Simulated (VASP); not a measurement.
# Sc2Al: single point with PBEsol

The system is Sc2Al.

```
Sc Al
1.0
     4.89261    0.00000    0.00000
    -2.44631    4.23713    0.00000
     0.00000    0.00000    6.16142
Sc Al
4 2
Direct
  0.00000 0.00000 0.00000
  0.00000 0.00000 0.50000
  0.33333 0.66667 0.75000
  0.66667 0.33333 0.25000
  0.33333 0.66667 0.25000
  0.66667 0.33333 0.75000
```

* Program: VASP 6.6.1
* Task: single point
* Functional: PBEsol
* Potentials or basis: VASP PAW PBE potentials, release 64 (Sc_sv, Al)
* Cutoff: 520 eV
* k mesh: 3 × 3 × 2
* Occupations: gaussian, width 0.1 eV
* Spin: no spin polarisation

- Pressure: -1.9 GPa
- Band gap on the k mesh: zero (band 25 reaches 5.06 eV, above the bottom of band 26 at 4.36 eV)

Stress tensor (GPa, compression positive):
```
-2.08  0.00  0.00
 0.00 -2.08  0.00
 0.00  0.00 -1.68
```

Levels at points of the mesh, in eV from the Fermi level:
```tsv
k point	band 22	band 23	band 24	band 25	band 26	band 27
(0.00, 0.00, 0.00)	-0.74	-0.69	-0.69	-0.42	-0.42	-0.12
(0.00, 0.00, 0.50)	-1.50	-1.09	-1.09	0.04	0.04	0.04
```

Run time: 37 s on 1 thread of Intel Xeon 6975P-C, on a shared host, peak memory 0.24 GiB.

Caveat: the k points lie up to 0.51 Å⁻¹ apart; the PAW data sets were made with another functional, which shifts forces and pressure a little.
